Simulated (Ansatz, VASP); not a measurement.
# ScHg: VASP beside Ansatz

```
Sc Hg
1.0
     3.43297    0.00000    0.00000
     0.00000    3.43297    0.00000
     0.00000    0.00000    3.43297
Sc Hg
1 1
Cartesian
  1.7165 1.7165 1.7165
  0.0000 0.0000 0.0000
```

Change from the starting cell: volume scaled by 0.96.

Alike in both runs: task single point; functional PBEsol; k mesh 12 × 12 × 12; occupations fermi-dirac, width 0.08 eV; no spin polarisation.

|  | VASP | Ansatz |
| --- | --- | --- |
| version | VASP 6.6.1 | Ansatz 0.2.0 |
| potentials or method | VASP PAW PBE potentials, release 64 (Sc_sv, Hg), cutoff 520 eV | all-electron LAPW, scalar-relativistic |

|  | VASP | Ansatz | Ansatz less VASP |
| --- | --- | --- | --- |
| pressure (GPa) | 3.0 | 2.8 | -0.22 |

VASP's potentials were made for PBE, not for PBEsol. Ansatz ran all-electron here, and VASP with PAW potentials.

Spin-orbit coupling is off throughout.
